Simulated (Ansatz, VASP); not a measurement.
**Two plane-wave programs on Si3N4**

The input POSCAR:

```
Si3N4
1.0
    0.0000000000      3.7231025000      3.7231025000
    3.7231025000      0.0000000000      3.7231025000
    3.7231025000      3.7231025000      0.0000000000
Si N
6 8
Direct
    0.1250000000      0.1250000000      0.1250000000
    0.6250000000      0.1250000000      0.1250000000
    0.1250000000      0.1250000000      0.6250000000
    0.1250000000      0.6250000000      0.1250000000
    0.5000000000      0.5000000000      0.5000000000
    0.7500000000      0.7500000000      0.7500000000
    0.8824000000      0.8824000000      0.8824000000
    0.8972000000      0.3676000000      0.3676000000
    0.8824000000      0.8824000000      0.3528000000
    0.3676000000      0.8972000000      0.3676000000
    0.3528000000      0.8824000000      0.8824000000
    0.3676000000      0.3676000000      0.3676000000
    0.8824000000      0.3528000000      0.8824000000
    0.3676000000      0.3676000000      0.8972000000
```

The input INCAR.step1:

```
ALGO = Normal ; EDIFF = 1E-4
ENCUT = 520 ; GGA = PE
ISMEAR = 0 ; LASPH = True
LCHARG = False ; LREAL = False
LWAVE = True ; NELM = 100
PREC = Accurate ; SIGMA = 0.01
```

Contents of INCAR.step2:

```
ALGO = Normal ; EDIFF = 1E-7
EDIFFG = -0.003 ; ENCUT = 520
IBRION = 2 ; ISIF = 2
ISMEAR = 0 ; ISTART = 1
LASPH = True ; LCHARG = False
LMIXTAU = True ; LREAL = False
LWAVE = False ; METAGGA = R2SCAN
NELM = 100 ; NSW = 80
PREC = Accurate ; SIGMA = 0.01
```

The input KPOINTS:

```
k-points
0
Gamma
  5 5 5
```

Input for Ansatz:

```yaml
crystal:
  lattice:
    - [0.0, 3.7231025, 3.7231025]
    - [3.7231025, 0.0, 3.7231025]
    - [3.7231025, 3.7231025, 0.0]
  atoms:
    - { symbol: Si, position: [0.125, 0.125, 0.125] }
    - { symbol: Si, position: [0.625, 0.125, 0.125] }
    - { symbol: Si, position: [0.125, 0.125, 0.625] }
    - { symbol: Si, position: [0.125, 0.625, 0.125] }
    - { symbol: Si, position: [0.5, 0.5, 0.5] }
    - { symbol: Si, position: [0.75, 0.75, 0.75] }
    - { symbol: "N", position: [0.8824, 0.8824, 0.8824] }
    - { symbol: "N", position: [0.8972, 0.3676, 0.3676] }
    - { symbol: "N", position: [0.8824, 0.8824, 0.3528] }
    - { symbol: "N", position: [0.3676, 0.8972, 0.3676] }
    - { symbol: "N", position: [0.3528, 0.8824, 0.8824] }
    - { symbol: "N", position: [0.3676, 0.3676, 0.3676] }
    - { symbol: "N", position: [0.8824, 0.3528, 0.8824] }
    - { symbol: "N", position: [0.3676, 0.3676, 0.8972] }
scf:
  occupations: { method: fixed }
output:
  forces: true
  stress: true
  eigenvalues: true
  write_density: true
  write_potential: true
  elf: true
  volumetric_format: npy
kpoints:
  mp_grid: { grid: [5, 5, 5] }
hamiltonian:
  xc: r2scan
relax:
  f_tol: 0.003
  max_steps: 60
```

Alike in both runs: task relaxation of the atoms; functional r2SCAN; k mesh 5 × 5 × 5; no spin polarisation.

```csv
,VASP,Ansatz
version,VASP 6.6.1,Ansatz 0.2.0
potentials or method,"VASP PAW PBE potentials, release 64 (Si, N)","scalar-relativistic, plane waves, PAW"
plane-wave cutoff (eV),520,500
occupations,"gaussian, width 0.01 eV",fixed
valence electrons in the cell,64,64
```

```csv
,VASP,Ansatz,Ansatz less VASP
"gap on the k mesh at the Fermi level, each at its own relaxed structure (eV)",4.52,4.52,+0.002
```

VASP's potentials were made for PBE, not for r2SCAN. Ansatz's warnings: stress scf threshold loose.
